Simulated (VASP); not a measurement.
# Ge (P6_3/mmc) in VASP: a series of runs

Ge is run at these levels: r2SCAN; tasks: single point.

Everything below comes from runs of VASP 6.6.1. Logs are shortened: lines on timing, memory, paths and dates and some standing lists are left out, and cuts for length are marked.

### Step 1. The cell of the first run

Symmetry: P6_3/mmc, No. 194, hexagonal system. Conventional cell: a = 3.996 Å, b = 3.996 Å, c = 6.504 Å, α = 90.00°, β = 90.00°, γ = 120.00°. Ge (site symmetry 3m) has 4 Ge at 2.43 to 2.45 Å within 3.2 Å.

### Step 2. Single point, r2SCAN (strain +0.000 along x and y, -0.015 along z)

The input, POSCAR:

```
Ge
1.0
    3.9956487014      0.0000000000      0.0000000000
   -1.9978243507      3.4603332800      0.0000000000
    0.0000000000      0.0000000000      6.5036702942
Ge
4
Direct
    0.6666666667      0.3333333333      0.0629814339
    0.3333333333      0.6666666667      0.5629814339
    0.6666666667      0.3333333333      0.4370185661
    0.3333333333      0.6666666667      0.9370185661
```

The input, INCAR.step1:

```
SYSTEM = Ge
PREC     = Accurate       ! precision mode
ENCUT    = 520            ! plane-wave cutoff, eV
ISMEAR   = 0              ! smearing method
SIGMA    = 0.03           ! smearing width, eV
LREAL    = .FALSE.        ! projectors in reciprocal space
LASPH    = .TRUE.         ! aspherical terms in the spheres
NELM     = 60             ! most SCF steps
NBANDS   = 36             ! bands
GGA      = PE             ! functional
ALGO     = Normal         ! electronic algorithm
EDIFF    = 1E-4           ! SCF threshold, eV
LWAVE    = .TRUE.         ! write WAVECAR
LCHARG   = .FALSE.        ! write CHGCAR
```

The input, INCAR.step2:

```
SYSTEM = Ge
PREC     = Accurate       ! precision mode
ENCUT    = 520            ! plane-wave cutoff, eV
EDIFF    = 1E-6           ! SCF threshold, eV
ISMEAR   = 0              ! smearing method
SIGMA    = 0.03           ! smearing width, eV
LREAL    = .FALSE.        ! projectors in reciprocal space
LASPH    = .TRUE.         ! aspherical terms in the spheres
NELM     = 60             ! most SCF steps
ALGO     = Normal         ! electronic algorithm
ISIF     = 2              ! what is computed and relaxed
LWAVE    = .FALSE.        ! write WAVECAR
LCHARG   = .FALSE.        ! write CHGCAR
METAGGA  = R2SCAN         ! meta-GGA
LMIXTAU  = .TRUE.       
NBANDS   = 36             ! bands
ISTART   = 1
```

The input, KPOINTS:

```
regular mesh
0
G
  12 12 6
  0 0 0
```

Potentials or basis: VASP PAW PBE potentials, release 64 (Ge_d).

The run is started by

```
$ cat potpaw_PBE.64/Ge_d/POTCAR > POTCAR
$ cp INCAR.step1 INCAR
$ mpirun -np 1 vasp_std > vasp.out
$ cp INCAR.step2 INCAR
$ mpirun -np 1 vasp_std > vasp.out
```

OUTCAR:

```text
SYSTEM = Ge
   PREC = Accurate
   ENCUT = 520
   EDIFF = 1E-6
   ISMEAR = 0
   LREAL = .FALSE.
   LASPH = .TRUE.
   NELM = 60
   ISIF = 2
   METAGGA = R2SCAN
   ISTART = 1

 ion  position               nearest neighbor table
   1  0.667  0.333  0.063-   3 2.43   4 2.45   4 2.45   4 2.45
   2  0.333  0.667  0.563-   4 2.43   3 2.45   3 2.45   3 2.45
   3  0.667  0.333  0.437-   1 2.43   2 2.45   2 2.45   2 2.45
   4  0.333  0.667  0.937-   2 2.43   1 2.45   1 2.45   1 2.45

  LATTYP: Found a hexagonal cell.
 ALAT       =     3.9956487014
 C/A-ratio  =     1.6276882129

  Lattice vectors:

 A1 = (   3.9956487014,   0.0000000000,   0.0000000000)
 A2 = (  -1.9978243507,   3.4603332800,   0.0000000000)
 A3 = (   0.0000000000,   0.0000000000,   6.5036702942)

Analysis of symmetry for initial positions (statically):
=====================================================================
 Subroutine PRICEL returns:
 Original cell was already a primitive cell.

 Routine SETGRP: Setting up the symmetry group for a
 hexagonal supercell.

 Subroutine GETGRP returns: Found 24 space group operations
 (whereof 12 operations were pure point group operations)
 out of a pool of 24 trial point group operations.

The static configuration has the point symmetry D_3d.
 The point group associated with its full space group is D_6h.

Analysis of symmetry for dynamics (positions and initial velocities):
=====================================================================
 Subroutine PRICEL returns:
 Original cell was already a primitive cell.

 Routine SETGRP: Setting up the symmetry group for a
 hexagonal supercell.

 Subroutine GETGRP returns: Found 24 space group operations
 (whereof 12 operations were pure point group operations)
 out of a pool of 24 trial point group operations.

The dynamic configuration has the point symmetry D_3d.
 The point group associated with its full space group is D_6h.

 Subroutine INISYM returns: Found 24 space group operations
 (whereof 12 operations are pure point group operations),
 and found     1 'primitive' translations

----------------------------------------------------------------------------------------

                                     Primitive cell

  volume of cell :      89.9215

  direct lattice vectors                    reciprocal lattice vectors
     3.995648701  0.000000000  0.000000000     0.250272252  0.144494752  0.000000000
    -1.997824351  3.460333280  0.000000000     0.000000000  0.288989505  0.000000000
     0.000000000  0.000000000  6.503670294     0.000000000  0.000000000  0.153759332

  length of vectors
     3.995648701  3.995648701  6.503670294     0.288989505  0.288989505  0.153759332

  position of ions in fractional coordinates (direct lattice)
     0.666666667  0.333333333  0.062981434
     0.333333333  0.666666667  0.562981434
     0.666666667  0.333333333  0.437018566
     0.333333333  0.666666667  0.937018566

  ion indices of the primitive-cell ions
   primitive index   ion index
                 1           1
                 2           2
                 3           3
                 4           4

----------------------------------------------------------------------------------------

 KPOINTS: regular mesh

Automatic generation of k-mesh.
 Grid dimensions read from file:
 generate k-points for:   12   12    6

 Generating k-lattice:

  Cartesian coordinates                     Fractional coordinates (reciprocal lattice)
     0.020856021  0.012041229  0.000000000     0.083333333 -0.000000000  0.000000000
     0.000000000  0.024082459  0.000000000     0.000000000  0.083333333  0.000000000
     0.000000000  0.000000000  0.025626555     0.000000000  0.000000000  0.166666667

  Length of vectors
     0.024082459  0.024082459  0.025626555

  Shift w.r.t. Gamma in fractional coordinates (k-lattice)
     0.000000000  0.000000000  0.000000000

 Subroutine IBZKPT returns following result:
 ===========================================

 Found     76 irreducible k-points:

 Following reciprocal coordinates:
            Coordinates               Weight
  0.000000  0.000000  0.000000      1.000000
  0.083333  0.000000  0.000000      6.000000
  0.166667 -0.000000  0.000000      6.000000
  0.250000  0.000000  0.000000      6.000000
  0.333333  0.000000  0.000000      6.000000
  0.416667  0.000000  0.000000      6.000000
[... 16 lines left out ...]
  0.250000  0.000000  0.166667     12.000000
  0.333333  0.000000  0.166667     12.000000
 [... further k-points ...]
   k-points           NKPTS =     76   k-points in BZ     NKDIM =     76   number of bands    NBANDS=     36
   number of dos      NEDOS =    301   number of ions     NIONS =      4
   total plane-waves  NPLWV =  43200
   dimension x,y,z NGX =    30 NGY =   30 NGZ =   48
   dimension x,y,z NGXF=    60 NGYF=   60 NGZF=   96
   ions per type =               4
   NGX,Y,Z   is equivalent  to a cutoff of  12.48, 12.48, 12.27 a.u.
   NGXF,Y,Z  is equivalent  to a cutoff of  24.96, 24.96, 24.54 a.u.
 SYSTEM =  Ge
   PREC   = accura    normal or accurate (medium, high low for compatibility)
   ISTART =      1    job   : 0-new  1-cont  2-samecut
   ICHARG =      0    charge: 1-file 2-atom 10-const
   ISPIN  =      1    spin polarized calculation?
   LNONCOLLINEAR =      F non collinear calculations
   LSORBIT =      F    spin-orbit coupling
   LASPH  =      T    aspherical Exc in radial PAW
   ENCUT  =  520.0 eV  38.22 Ry    6.18 a.u.   7.43  7.43 12.09*2*pi/ulx,y,z
   NELM   =     60;   NELMIN=  2; NELMDL=  0     # of ELM steps
   EDIFF  = 0.1E-05   stopping-criterion for ELM
   LREAL  =      F    real-space projection
   EDIFFG = 0.1E-04   stopping-criterion for IOM
   NSW    =      0    number of steps for IOM
   IBRION =     -1    ionic relax: 0-MD 1-quasi-New 2-CG
   NFREE  =      0    steps in history (QN), initial steepest desc. (CG)
   ISIF   =      2    stress and relaxation
   ISYM   =      2    0-nonsym 1-usesym 2-fastsym
   POTIM  = 0.5000    time-step for ionic-motion
   TEBEG  =    0.0;   TEEND  =   0.0 temperature during run
   PSTRESS=    0.0 pullay stress
   NELECT =      56.0000    total number of electrons
   NUPDOWN=      -1.0000    fix difference up-down
   EMIN   =  10.00;   EMAX   =-10.00  energy-range for DOS
   EFERMI =   0.00;   METHOD = LEGACY
   ISMEAR =     0;   SIGMA  =   0.03  broadening in eV -4-tet -1-fermi 0-gaus
   EFERMI_NEDOS =   21; number of points for ismear=-14 and -15
   IALGO  =     38    algorithm
   IMIX   =      4    mixing-type and parameters
     AMIX     =   0.40;   BMIX     =  1.00
     AMIX_MAG =   1.60;   BMIX_MAG =  1.00
  volume/ion in A,a.u.               =      22.48       151.71
  Fermi-wavevector in a.u.,A,eV,Ry     =   1.398029  2.641892 26.592394  1.954486
  Thomas-Fermi vector in A             =   2.521227
   LORBIT       =      0    0 simple, 1 ext, 2 COOP (PROOUT), +10 PAW based schemes
   METAGGA = R2SCAN    functional components
   LHFCALC =     F    Hartree Fock is set to
   AEXX    =    0.0000 exact exchange contribution
   IVDW    =     0    specifies the selected vdW correction
   LEPSILON=     F    determine dielectric tensor
   LRPA    =     F    only Hartree local field effects (RPA)
 non-spin polarized calculation
 Gauss-broadening in eV      SIGMA  =   0.03
  energy-cutoff  :      520.00
  volume of cell :       89.92
 maximum number of plane-waves:      2444
 NGX is ok and might be reduce to    30
   NGX = 15   NGY = 15   NGZ = 25

 number of electron      56.0000014 magnetization

 Free energy of the ion-electron system (eV)
  ---------------------------------------------------
  ext. energy  EPLUGINS =         0.00000000
  ---------------------------------------------------
  free energy    TOTEN  =       -55.40422156 eV

  energy without entropy =      -55.40417812  energy(sigma->0) =      -55.40419984

 E-fermi :   5.0601     XC(G=0): -10.8508

 val. band max:        5.0597611748   @ k =   0.0000   0.0000   0.0000
 cond. band min:       5.1147381988   @ k =   0.0000   0.0000   0.1667
 fundamental gap:      0.0549770240
 Fermi energy:         5.0601042632

 k-point     1 :       0.0000    0.0000    0.0000
  band No.  band energies     occupation
      1     -20.6693      2.00000
      2     -20.6693      2.00000
      3     -20.6432      2.00000
      4     -20.6266      2.00000
      5     -20.6242      2.00000
      6     -20.6242      2.00000
[... 28 lines left out ...]
     35       9.7869      0.00000
     36      11.6144      0.00000

 k-point     2 :       0.0833    0.0000    0.0000
  band No.  band energies     occupation
      1     -20.6759      2.00000
      2     -20.6710      2.00000
      3     -20.6472      2.00000
      4     -20.6271      2.00000
      5     -20.6244      2.00000
      6     -20.6187      2.00000
[... 28 lines left out ...]
     35      10.1157      0.00000
     36      11.8615      0.00000

 k-point     3 :       0.1667   -0.0000    0.0000
  band No.  band energies     occupation
      1     -20.6865      2.00000
      2     -20.6744      2.00000
      3     -20.6554      2.00000
      4     -20.6334      2.00000
      5     -20.6238      2.00000
      6     -20.6068      2.00000
[... 28 lines left out ...]
     35      10.9753      0.00000
     36      11.1126      0.00000

 k-point     4 :       0.2500    0.0000    0.0000
  band No.  band energies     occupation
      1     -20.6937      2.00000
      2     -20.6773      2.00000
      3     -20.6646      2.00000
      4     -20.6398      2.00000
      5     -20.6205      2.00000
      6     -20.5974      2.00000
[... 28 lines left out ...]
     35      11.8270      0.00000
     36      12.1514      0.00000

 k-point     5 :       0.3333    0.0000    0.0000
  band No.  band energies     occupation
      1     -20.6963      2.00000
      2     -20.6788      2.00000
      3     -20.6735      2.00000
      4     -20.6446      2.00000
      5     -20.6137      2.00000
      6     -20.5906      2.00000
[... 655 lines left out ...]
 k-point    22 :       0.1667   -0.0000    0.1667
  band No.  band energies     occupation
      1     -20.6835      2.00000
      2     -20.6722      2.00000
      3     -20.6531      2.00000
      4     -20.6376      2.00000
      5     -20.6289      2.00000
      6     -20.6080      2.00000
[... 28 lines left out ...]
     35      10.7408      0.00000
     36      11.5662      0.00000

 k-point    23 :       0.2500    0.0000    0.1667
  band No.  band energies     occupation
      1     -20.6903      2.00000
      2     -20.6753      2.00000
      3     -20.6619      2.00000
      4     -20.6433      2.00000
      5     -20.6251      2.00000
      6     -20.5985      2.00000
[... 28 lines left out ...]
     35      11.6197      0.00000
     36      11.8776      0.00000

 k-point    24 :       0.3333    0.0000    0.1667
  band No.  band energies     occupation
      1     -20.6926      2.00000
      2     -20.6769      2.00000
      3     -20.6702      2.00000
      4     -20.6476      2.00000
      5     -20.6178      2.00000
      6     -20.5913      2.00000
[... 28 lines left out ...]
     35      12.3947      0.00000
     36      13.0864      0.00000

 [... further k-points ...]
[... 5 lines left out ...]
  --------------------------------------------------------------------------------------
  -------------------------------------------------------------------------------------
  Total        0.1130723      0.1130723      1.8077462     -0.0000000      0.0000000      0.0000000
  in kB        2.0146657      2.0146657     32.2095236     -0.0000000      0.0000000      0.0000000
  external PRESSURE =      12.0796183 kB  Pullay stress =       0.0000000 kB

 VOLUME and BASIS-vectors are now :
 -----------------------------------------------------------------------------
  energy-cutoff  :      520.00
  volume of cell :       89.92
      direct lattice vectors                 reciprocal lattice vectors
     3.995648701  0.000000000  0.000000000     0.250272252  0.144494752  0.000000000
    -1.997824351  3.460333280  0.000000000     0.000000000  0.288989505  0.000000000
     0.000000000  0.000000000  6.503670294     0.000000000  0.000000000  0.153759332

 POSITION                                       TOTAL-FORCE (eV/Angst)
 -----------------------------------------------------------------------------------
      1.99782      1.15344      0.40961         0.000000      0.000000     -0.145242
     -0.00000      2.30689      3.66145        -0.000000      0.000000     -0.145242
      1.99782      1.15344      2.84222         0.000000     -0.000000      0.145242
     -0.00000      2.30689      6.09406        -0.000000     -0.000000      0.145242
 -----------------------------------------------------------------------------------
    total drift:                               -0.000000      0.000000     -0.000000

  FREE ENERGIE OF THE ION-ELECTRON SYSTEM (eV)
  ---------------------------------------------------
  free  energy   TOTEN  =       -55.4042215618 eV

  energy  without entropy=      -55.4041781212  energy(sigma->0) =      -55.40419984
```

It took 4.7 min on 1 thread of Intel Xeon 6975P-C (Granite Rapids), shared host; peak memory 0.31 GiB.

What came out:

```
Free energy            : -55.4042 eV
Pressure               : 1.2 GPa
Largest force          : 0.145 eV/Å
Band gap on the k mesh : zero (filled and empty bands touch)
```

Forces in eV/Å, atoms in the order of the input:
```
Ge   0.000  0.000 -0.145
Ge   0.000  0.000 -0.145
Ge   0.000  0.000  0.145
Ge   0.000  0.000  0.145
```

Stress tensor (GPa, compression positive):
```
0.20 0.00 0.00
0.00 0.20 0.00
0.00 0.00 3.22
```

Caveat: the cell differs from its parent crystal (strain +0.000 along x and y, -0.015 along z); the PAW data sets were made with another functional, which shifts forces and pressure a little.

(Part 1 of 2 ends here.)
